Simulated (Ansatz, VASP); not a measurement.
**Mg2O: VASP beside Ansatz**

The input INCAR:

```
PREC = Accurate ; ENCUT = 600
EDIFF = 1E-7 ; ISMEAR = 0
SIGMA = 0.1 ; LREAL = False
LASPH = True ; NELM = 60
ALGO = Normal ; ISIF = 3
LWAVE = False ; LCHARG = False
GGA = PE ; IBRION = 2
NSW = 90 ; EDIFFG = -0.04
```

The input KPOINTS:

```
regular mesh
0
Gamma
  4 4 6
```

POSCAR

```
Mg2O
1.0
    5.2122651561      0.0000000000      0.0000000000
    0.0000000000      5.2122651561      0.0000000000
    0.0000000000      0.0000000000      3.1568590149
Mg O
4 2
Direct
    0.2074765518      0.2074765518      0.0000000000
    0.7925234482      0.7925234482      0.0000000000
    0.7074765518      0.2925234482      0.5000000000
    0.2925234482      0.7074765518      0.5000000000
    0.5000000000      0.5000000000      0.0000000000
    0.0000000000      0.0000000000      0.5000000000
```

Input for Ansatz:

```yaml
crystal:
  lattice:
    - [5.2122651561, 0.0, 0.0]
    - [0.0, 5.2122651561, 0.0]
    - [0.0, 0.0, 3.1568590149]
  atoms:
    - { symbol: Mg, position: [0.2074765518, 0.2074765518, 0.0] }
    - { symbol: Mg, position: [0.7925234482, 0.7925234482, 0.0] }
    - { symbol: Mg, position: [0.7074765518, 0.2925234482, 0.5] }
    - { symbol: Mg, position: [0.2925234482, 0.7074765518, 0.5] }
    - { symbol: O, position: [0.5, 0.5, 0.0] }
    - { symbol: O, position: [0.0, 0.0, 0.5] }
basis:
  ecutwfc: 420
kpoints:
  mp_grid: { grid: [4, 4, 6] }
hamiltonian:
  xc: pbe
scf:
  occupations: { method: gaussian, width: 0.1 }
  lower_state_search: "off"
output:
  forces: true
  stress: true
  eigenvalues: true
relax:
  adjacent_minimum: "off"
  f_tol: 0.04
  max_steps: 70
  cell: { stress_tol: 0.4 }
```

Alike in both runs: task relaxation of cell and atoms; functional PBE; k mesh 4 × 4 × 6; occupations gaussian, width 0.1 eV; no spin polarisation.

|  | VASP | Ansatz |
| --- | --- | --- |
| version | VASP 6.6.1 | Ansatz 0.2.0 |
| potentials or method | VASP PAW PBE potentials, release 64 (Mg, O), cutoff 600 eV | scalar-relativistic, plane waves, PAW |
| valence electrons in the cell | 20 | 52 |

```csv
,VASP,Ansatz,Ansatz less VASP
"gap on the k mesh at the Fermi level, each at its own relaxed structure (eV)",none,none,-
relaxed volume (Å³/atom),14.21,14.31,+0.107
relaxed length of the cell vector where the two differ most in proportion (Å),3.126,3.137,+0.0110
```

A gap of «none» marks a metal or a gap that the smearing closes. VASP's potentials hold 20 valence electrons a cell and Ansatz's 52, so a difference there can come from the potentials and not from the codes.
